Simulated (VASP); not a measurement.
# As (P6_3/mmc) in VASP: a series of runs

Runs on As. Level: PBEsol. Tasks: single point.

Program: VASP 6.6.1. These are calculated values, not measurements. Logs are shortened: lines on timing, memory, paths and dates and some standing lists are left out, and cuts for length are marked.

**1. The cell of the first run**

It takes space group P6_3/mmc (No. 194, hexagonal). Conventional cell: a = 2.467 Å, b = 2.467 Å, c = 4.049 Å, α = 90.00°, β = 90.00°, γ = 120.00°. Within 3.3 Å of As (site symmetry -6m2) lie 12 As at 2.47 to 2.48 Å.

**2. Single point, PBEsol**

Input file INCAR:

```
ALGO     = Normal         # electronic algorithm
EDIFF    = 1E-6           # SCF threshold, eV
ENCUT    = 520            # plane-wave cutoff, eV
GGA      = PS             # functional
ISIF     = 2              # what is computed and relaxed
ISMEAR   = -1             # smearing method
LASPH    = T              # aspherical terms in the spheres
LCHARG   = F              # write CHGCAR
LREAL    = F              # projectors in reciprocal space
LWAVE    = F              # write WAVECAR
NBANDS   = 12             # bands
NELM     = 60             # most SCF steps
PREC     = Accurate       # precision mode
SIGMA    = 0.08           # smearing width, eV
```

Input file KPOINTS:

```
k-points
0
Gamma
  14 14 8
```

Input file POSCAR:

```
As
1.0
    2.4672614336      0.0000000000      0.0000000000
   -1.2336307168      2.1367110793      0.0000000000
    0.0000000000      0.0000000000      4.0491113200
As
2
Direct
    0.3333333333      0.6666666667      0.2500000000
    0.6666666667      0.3333333333      0.7500000000
```

Potentials or basis: VASP PAW PBE potentials, release 64 (As).

Launch:

```console
$ cat potpaw_PBE.64/As/POTCAR > POTCAR
$ mpirun -np 1 vasp_std > vasp.out
```

OUTCAR:

```text
EDIFF = 1E-6
   ENCUT = 520
   GGA = PS
   ISIF = 2
   ISMEAR = -1
   LASPH = T
   LREAL = F
   NELM = 60
   PREC = Accurate

 ion  position               nearest neighbor table
   1  0.333  0.667  0.250-   2 2.48   2 2.48   2 2.48   2 2.48   2 2.48   2 2.48
   2  0.667  0.333  0.750-   1 2.48   1 2.48   1 2.48   1 2.48   1 2.48   1 2.48

  LATTYP: Found a hexagonal cell.
 ALAT       =     2.4672614336
 C/A-ratio  =     1.6411359027

  Lattice vectors:

 A1 = (   2.4672614336,   0.0000000000,   0.0000000000)
 A2 = (  -1.2336307168,   2.1367110793,   0.0000000000)
 A3 = (   0.0000000000,   0.0000000000,   4.0491113200)

Analysis of symmetry for initial positions (statically):
=====================================================================
 Subroutine PRICEL returns:
 Original cell was already a primitive cell.

 Routine SETGRP: Setting up the symmetry group for a
 hexagonal supercell.

 Subroutine GETGRP returns: Found 24 space group operations
 (whereof 12 operations were pure point group operations)
 out of a pool of 24 trial point group operations.

The static configuration has the point symmetry D_3d.
 The point group associated with its full space group is D_6h.

Analysis of symmetry for dynamics (positions and initial velocities):
=====================================================================
 Subroutine PRICEL returns:
 Original cell was already a primitive cell.

 Routine SETGRP: Setting up the symmetry group for a
 hexagonal supercell.

 Subroutine GETGRP returns: Found 24 space group operations
 (whereof 12 operations were pure point group operations)
 out of a pool of 24 trial point group operations.

The dynamic configuration has the point symmetry D_3d.
 The point group associated with its full space group is D_6h.

 Subroutine INISYM returns: Found 24 space group operations
 (whereof 12 operations are pure point group operations),
 and found     1 'primitive' translations

----------------------------------------------------------------------------------------

                                     Primitive cell

  volume of cell :      21.3462

  direct lattice vectors                    reciprocal lattice vectors
     2.467261434  0.000000000  0.000000000     0.405307677  0.234004496  0.000000000
    -1.233630717  2.136711079  0.000000000     0.000000000  0.468008993  0.000000000
     0.000000000  0.000000000  4.049111320     0.000000000  0.000000000  0.246967772

  length of vectors
     2.467261434  2.467261434  4.049111320     0.468008993  0.468008993  0.246967772

[... 83 lines left out ...]
   NSW    =      0    number of steps for IOM
   IBRION =     -1    ionic relax: 0-MD 1-quasi-New 2-CG
   NFREE  =      0    steps in history (QN), initial steepest desc. (CG)
   ISIF   =      2    stress and relaxation
   ISYM   =      2    0-nonsym 1-usesym 2-fastsym
   POTIM  = 0.5000    time-step for ionic-motion
   TEBEG  =    0.0;   TEEND  =   0.0 temperature during run
   PSTRESS=    0.0 pullay stress
   NELECT =      10.0000    total number of electrons
   NUPDOWN=      -1.0000    fix difference up-down
   EMIN   =  10.00;   EMAX   =-10.00  energy-range for DOS
   EFERMI =   0.00;   METHOD = LEGACY
   ISMEAR =    -1;   SIGMA  =   0.08  broadening in eV -4-tet -1-fermi 0-gaus
   EFERMI_NEDOS =   21; number of points for ismear=-14 and -15
   IALGO  =     38    algorithm
   IMIX   =      4    mixing-type and parameters
     AMIX     =   0.40;   BMIX     =  1.00
     AMIX_MAG =   1.60;   BMIX_MAG =  1.00
  volume/ion in A,a.u.               =      10.67        72.03
  Fermi-wavevector in a.u.,A,eV,Ry     =   1.271456  2.402703 21.995176  1.616600
  Thomas-Fermi vector in A             =   2.404388
   LORBIT       =      0    0 simple, 1 ext, 2 COOP (PROOUT), +10 PAW based schemes
   GGA     = PS    functional components
   LHFCALC =     F    Hartree Fock is set to
   AEXX    =    0.0000 exact exchange contribution
   IVDW    =     0    specifies the selected vdW correction
   LEPSILON=     F    determine dielectric tensor
   LRPA    =     F    only Hartree local field effects (RPA)
 non-spin polarized calculation
  energy-cutoff  :      520.00
  volume of cell :       21.35
 maximum number of plane-waves:       592
   NGX =  9   NGY =  9   NGZ = 15

 number of electron      10.0000004 magnetization

 Free energy of the ion-electron system (eV)
  ---------------------------------------------------
  ext. energy  EPLUGINS =         0.00000000
  ---------------------------------------------------
  free energy    TOTEN  =        -4.49017672 eV

  energy without entropy =       -4.47603515  energy(sigma->0) =       -4.48310594

 E-fermi :  14.9494     XC(G=0): -13.5451

 val. band max:       14.9062338718   @ k =   0.5000   0.0000   0.2500
 cond. band min:      14.9760354463   @ k =   0.1429   0.1429   0.2500
 fundamental gap:      0.0698015745
 Fermi energy:        14.9493983841

 k-point     1 :       0.0000    0.0000    0.0000
  band No.  band energies     occupation
      1      -7.2852      2.00000
      2       1.6564      2.00000
      3       2.6479      2.00000
      4      22.8755      0.00000
      5      22.8755      0.00000
      6      25.5742      0.00000
      7      25.5742      0.00000
      8      26.8720      0.00000
      9      28.4010      0.00000
     10      28.8677      0.00000
     11      31.5973      0.00000
     12      31.5973      0.00000
[... 331 lines left out ...]
 k-point    24 :       0.3571    0.2857    0.0000
  band No.  band energies     occupation
      1       2.7062      2.00000
      2       3.5122      2.00000
      3       5.9598      2.00000
      4      11.6500      2.00000
      5      11.8524      2.00000
      6      11.9946      2.00000
      7      13.3287      2.00000
      8      14.0553      1.99997
      9      17.8949      0.00000
     10      33.4247      0.00000
     11      37.0730      0.00000
     12      37.3817      0.00000

 [... further k-points ...]
[... 5 lines left out ...]
  --------------------------------------------------------------------------------------
  -------------------------------------------------------------------------------------
  Total       21.7265659     21.7265659     21.7007588     -0.0000000      0.0000000      0.0000000
  in kB     1630.7259476   1630.7259476   1628.7889449     -0.0000000      0.0000000      0.0000000
  external PRESSURE =    1630.0802800 kB  Pullay stress =       0.0000000 kB

 VOLUME and BASIS-vectors are now :
 -----------------------------------------------------------------------------
  energy-cutoff  :      520.00
  volume of cell :       21.35
      direct lattice vectors                 reciprocal lattice vectors
     2.467261434  0.000000000  0.000000000     0.405307677  0.234004496  0.000000000
    -1.233630717  2.136711079  0.000000000     0.000000000  0.468008993  0.000000000
     0.000000000  0.000000000  4.049111320     0.000000000  0.000000000  0.246967772

 POSITION                                       TOTAL-FORCE (eV/Angst)
 -----------------------------------------------------------------------------------
     -0.00000      1.42447      1.01228        -0.000000      0.000000      0.000000
      1.23363      0.71224      3.03683         0.000000     -0.000000      0.000000
 -----------------------------------------------------------------------------------
    total drift:                               -0.000000      0.000000     -0.000000

  FREE ENERGIE OF THE ION-ELECTRON SYSTEM (eV)
  ---------------------------------------------------
  free  energy   TOTEN  =        -4.4901767226 eV

  energy  without entropy=       -4.4760351501  energy(sigma->0) =       -4.48310594
```

OSZICAR:

```text
N       E                     dE             d eps       ncg     rms          rms(c)
DAV:   1     0.312077644026E+02    0.31208E+02   -0.48184E+03  2880   0.755E+02
DAV:   2    -0.350888540099E+01   -0.34717E+02   -0.33024E+02  3760   0.129E+02
DAV:   3    -0.461480077963E+01   -0.11059E+01   -0.10924E+01  3668   0.214E+01
DAV:   4    -0.461667155809E+01   -0.18708E-02   -0.18706E-02  3276   0.912E-01
DAV:   5    -0.461667211748E+01   -0.55939E-06   -0.55987E-06  3448   0.180E-02    0.843E+00
DAV:   6    -0.453617947995E+01    0.80493E-01   -0.27097E-03  3132   0.429E-01    0.504E+00
DAV:   7    -0.449021404651E+01    0.45965E-01   -0.60567E-03  3024   0.652E-01    0.622E-02
DAV:   8    -0.449017979634E+01    0.34250E-04   -0.10127E-04  3528   0.634E-02    0.247E-02
DAV:   9    -0.449017726746E+01    0.25289E-05   -0.81498E-06  3312   0.164E-02    0.682E-03
DAV:  10    -0.449017672258E+01    0.54488E-06   -0.97118E-08  1952   0.275E-03
   1 F= -.44901767E+01 E0= -.44831059E+01  d E =-.141416E-01
```

stdout:

```text
POSCAR found type information on POSCAR As
 POSCAR found :  1 types and       2 ions
 scaLAPACK will be used
 -----------------------------------------------------------------------------
|                                                                             |
|                                                                             |
|     You enforced a specific xc type in the INCAR file but a different       |
|     I HOPE YOU KNOW WHAT YOU ARE DOING!                                     |
|                                                                             |
 -----------------------------------------------------------------------------

 LDA part: xc-table for (Slater+PW92), standard interpolation
 POSCAR, INCAR and KPOINTS ok, starting setup
 FFT: planning ... GRIDC
 FFT: planning ... GRID_SOFT
 FFT: planning ... GRID
 WAVECAR not read
 entering main loop
```

Run time: 18 s. Hardware: 1 thread of Intel Xeon Platinum 8488C (Sapphire Rapids), shared host; peak memory 0.14 GiB.

What came out:

| Item | Value |
| --- | --- |
| Free energy | -4.4902 eV |
| Pressure | 163.0 GPa |
| Band gap on the k mesh | zero (band 5 reaches 24.72 eV, above the bottom of band 6 at 8.29 eV) |

Stress tensor (GPa, compression positive):
```
163.07   0.00   0.00
  0.00 163.07   0.00
  0.00   0.00 162.88
```

Caveat: the PAW data sets were made with another functional, which shifts forces and pressure a little.

**3. Single point, PBEsol**

Input file INCAR:

```
SYSTEM = As
PREC = Accurate
ENCUT = 520
EDIFF = 1E-7
ISMEAR = -1
SIGMA = 0.08
LREAL = .False.
LASPH = .True.
NELM = 60
ALGO = Normal
ISIF = 2
LWAVE = .False.
LCHARG = .False.
GGA = PS
NBANDS = 12
```

Input file KPOINTS:

```
regular mesh
0
Gamma
  14 14 8
  0 0 0
```

POSCAR is that of step 2.

Potentials or basis: VASP PAW PBE potentials, release 64 (As).

Launch:

```console
$ cat potpaw_PBE.64/As/POTCAR > POTCAR
$ mpirun -np 1 vasp_std > vasp.out
```

OUTCAR:

```text
SYSTEM = As
   PREC = Accurate
   ENCUT = 520
   EDIFF = 1E-7
   ISMEAR = -1
   LREAL = .False.
   LASPH = .True.
   NELM = 60
   ISIF = 2
   GGA = PS

 ion  position               nearest neighbor table
   1  0.333  0.667  0.250-   2 2.48   2 2.48   2 2.48   2 2.48   2 2.48   2 2.48
   2  0.667  0.333  0.750-   1 2.48   1 2.48   1 2.48   1 2.48   1 2.48   1 2.48

  LATTYP: Found a hexagonal cell.
 ALAT       =     2.4672614336
 C/A-ratio  =     1.6411359027

  Lattice vectors:
[... 538 lines left out ...]
      5      11.8525      2.00000
      6      11.9947      2.00000
      7      13.3288      2.00000
      8      14.0554      1.99997
      9      17.8949      0.00000
     10      33.4248      0.00000
     11      37.0728      0.00000
     12      37.3729      0.00000

 [... further k-points ...]
[... 5 lines left out ...]
  --------------------------------------------------------------------------------------
  -------------------------------------------------------------------------------------
  Total       21.7259573     21.7259573     21.7001196      0.0000000     -0.0000000      0.0000000
  in kB     1630.6802663   1630.6802663   1628.7409699      0.0000000     -0.0000000      0.0000000
  external PRESSURE =    1630.0338342 kB  Pullay stress =       0.0000000 kB

 VOLUME and BASIS-vectors are now :
 -----------------------------------------------------------------------------
  energy-cutoff  :      520.00
  volume of cell :       21.35
      direct lattice vectors                 reciprocal lattice vectors
     2.467261434  0.000000000  0.000000000     0.405307677  0.234004496  0.000000000
    -1.233630717  2.136711079  0.000000000     0.000000000  0.468008993  0.000000000
     0.000000000  0.000000000  4.049111320     0.000000000  0.000000000  0.246967772

 POSITION                                       TOTAL-FORCE (eV/Angst)
 -----------------------------------------------------------------------------------
     -0.00000      1.42447      1.01228         0.000000     -0.000000      0.000000
      1.23363      0.71224      3.03683        -0.000000      0.000000      0.000000
 -----------------------------------------------------------------------------------
    total drift:                               -0.000000      0.000000     -0.000000

  FREE ENERGIE OF THE ION-ELECTRON SYSTEM (eV)
  ---------------------------------------------------
  free  energy   TOTEN  =        -4.4901768597 eV

  energy  without entropy=       -4.4760353961  energy(sigma->0) =       -4.48310613
```

stdout:

```text
POSCAR found type information on POSCAR As
 POSCAR found :  1 types and       2 ions
 scaLAPACK will be used
 -----------------------------------------------------------------------------
|                                                                             |
|                                                                             |
|     You enforced a specific xc type in the INCAR file but a different       |
|     I HOPE YOU KNOW WHAT YOU ARE DOING!                                     |
|                                                                             |
 -----------------------------------------------------------------------------

 LDA part: xc-table for (Slater+PW92), standard interpolation
 POSCAR, INCAR and KPOINTS ok, starting setup
 FFT: planning ... GRIDC
 FFT: planning ... GRID_SOFT
 FFT: planning ... GRID
 WAVECAR not read
 entering main loop
```

It took 21 s on 1 thread of Intel Xeon Platinum 8488C (Sapphire Rapids), shared host; peak memory 0.14 GiB.

What came out:

```
Free energy            : -4.4902 eV
Pressure               : 163.0 GPa
Band gap on the k mesh : zero (band 5 reaches 24.72 eV, above the bottom of band 6 at 8.29 eV)
```

Levels at points of the mesh, in eV from the Fermi level:
| k point | band 3 | band 4 | band 5 | band 6 | band 7 | band 8 |
| --- | --- | --- | --- | --- | --- | --- |
| (0.00, 0.00, 0.00) | -12.30 | 7.93 | 7.93 | 10.62 | 10.62 | 11.92 |
| (0.50, 0.00, 0.00) | -5.40 | -5.08 | -5.03 | -2.12 | 0.84 | 5.61 |
| (0.00, 0.00, 0.50) | -1.19 | -1.19 | 9.77 | 9.77 | 9.77 | 9.77 |
| (0.50, 0.00, 0.50) | -10.92 | -10.92 | 3.26 | 3.26 | 4.56 | 4.56 |

Caveat: the PAW data sets were made with another functional, which shifts forces and pressure a little.
